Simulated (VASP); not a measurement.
**BeS: single point with PBEsol**

Crystal: BeS.

```
Be S
1.0
     3.27068    0.00000    0.00000
    -1.63534    2.83249    0.00000
     0.00000    0.00000    5.20737
Be S
2 2
Direct
  0.00000 0.00000 0.00000
  0.00000 0.00000 0.50000
  0.33333 0.66667 0.25000
  0.66667 0.33333 0.75000
```

* Program: VASP 6.6.1
* Task: single point
* Functional: PBEsol
* Potentials or basis: VASP PAW PBE potentials, release 64 (Be, S)
* Cutoff: 520 eV
* k mesh: 12 × 12 × 4
* Occupations: fermi-dirac, width 0.02 eV
* Spin: no spin polarisation
* Dipole correction: no
* Further INCAR settings: ALGO = Normal; EDIFF = 1e-06; NBANDS = 16

The pressure is 0.2 GPa and the band gap on the k mesh is 1.41 eV, indirect (least direct gap 3.42 eV).

Levels at points of the mesh, in eV from the valence-band top:
| k point | band 4 | band 5 | band 6 | band 7 | band 8 | band 9 | band 10 | band 11 | band 12 | band 13 |
| --- | --- | --- | --- | --- | --- | --- | --- | --- | --- | --- |
| (0.00, 0.00, 0.00) | -0.83 | -0.83 | -0.80 | -0.80 | 0.00 | 3.42 | 5.02 | 5.72 | 5.72 | 6.52 |
| (0.50, 0.00, 0.00) | -6.14 | -5.15 | -3.59 | -2.82 | -0.67 | 2.93 | 3.77 | 3.82 | 3.99 | 7.54 |
| (0.00, 0.00, 0.50) | -4.10 | -0.73 | -0.73 | -0.73 | -0.73 | 4.35 | 4.35 | 5.11 | 5.11 | 5.11 |
| (0.50, 0.00, 0.50) | -7.41 | -2.53 | -2.53 | -2.35 | -2.35 | 3.11 | 3.11 | 4.30 | 4.30 | 7.56 |

Wall time 14 s on 1 thread of Intel Xeon 6975P-C (shared host), peak memory 0.18 GiB.

Caveat: the PAW data sets were made with another functional, which shifts forces and pressure a little. PBEsol gaps usually lie below the measured ones, often by a third to a half.
